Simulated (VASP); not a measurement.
Set up this calculation in VASP 6.6.1, as the native input.

```
Task                   : single point
Functional             : PBE
Potentials or basis    : VASP PAW PBE potentials, release 64 (Bi_d, Pd, Te)
Cutoff                 : 500 eV
k mesh                 : 5 × 5 × 5
Occupations            : gaussian, width 0.005 eV
Spin                   : no spin polarisation
Dipole correction      : no
Further INCAR settings : ALGO = Normal; EDIFF = 1e-06; NBANDS = 36
```

The structure of Bi2TePd2 lies in POSCAR:

```
Bi2TePd2
1.0
    4.3457563903      0.0000003172      0.0000000789
   -2.1728784699      3.7635352740     -0.0000000394
   -2.1728784291      1.2545116523      7.8440271026
Bi Pd Te
2 2 1
Direct
    0.4240584291      0.5759415709      0.2721752873
    0.5759415709      0.4240584291      0.7278247127
    0.1867723739      0.8132276261      0.5603171218
    0.8132276261      0.1867723739      0.4396828782
    0.0000000000      0.0000000000      0.0000000000
```

These files were run (other wordings do the same):

INCAR

```
SYSTEM = Bi2TePd2
PREC = Accurate ; ENCUT = 500
EDIFF = 1E-6 ; ISMEAR = 0
SIGMA = 0.005 ; LREAL = .FALSE.
LASPH = .TRUE. ; NELM = 120
ALGO = Normal ; ISIF = 2
LWAVE = .FALSE. ; LCHARG = .TRUE.
GGA = PE ; LELF = .TRUE.
LVHAR = .TRUE. ; NBANDS = 36
GGA_COMPAT = .FALSE.
```

KPOINTS

```
regular mesh
0
G
  5 5 5
  0 0 0
```

Potentials or basis: VASP PAW PBE potentials, release 64 (Bi_d, Pd, Te).

Command:

```sh
$ cat potpaw_PBE.64/Bi_d/POTCAR potpaw_PBE.64/Pd/POTCAR potpaw_PBE.64/Te/POTCAR > POTCAR
$ mpirun -np 1 vasp_std > vasp.out
```

Results of the run:

The pressure is 0.0 GPa and the largest force is 0.016 eV/Å. The band gap on the k mesh is zero (bands 28 and 29 overlap by 2.12 eV).

Caveat: spin-orbit coupling is left out, which moves the levels of the heavy elements.

Run time: 39 s on 1 thread of Intel(R) Xeon(R) 6975P-C (Granite Rapids), with other jobs on the host, peak memory 0.28 GiB.
